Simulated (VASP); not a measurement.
Here is a VASP 6.6.1 calculation.

File INCAR:

```
PREC = Accurate
ENCUT = 520
EDIFF = 1E-6
ISMEAR = -1
SIGMA = 0.08
LREAL = False
LASPH = True
NELM = 60
ALGO = Normal
ISIF = 2
LWAVE = False
LCHARG = False
GGA = CA
NBANDS = 18
```

File KPOINTS:

```
regular mesh
0
Gamma
  13 13 13
```

Contents of POSCAR:

```
Ta
1.0
    0.0000000000      2.8101395689      2.8101395689
    2.8101395689      0.0000000000      2.8101395689
    2.8101395689      2.8101395689      0.0000000000
Ta
2
Direct
   -0.1250000000     -0.1250000000     -0.1250000000
    0.1250000000      0.1250000000      0.1250000000
```

Potentials or basis: VASP PAW LDA potentials, release 64 (Ta_pv).

Command:

```console
$ cat potpaw_LDA.64/Ta_pv/POTCAR > POTCAR
$ mpirun -np 1 vasp_std > vasp.out
```

Question: What does it give for the pressure?

Answer: 17.8 GPa.

Question: What does it give for the band gap on the k mesh?

Answer: Zero (band 11 reaches 3.90 eV, above the bottom of band 12 at 2.86 eV).

Caveat: spin-orbit coupling is left out, which moves the levels of the heavy elements.
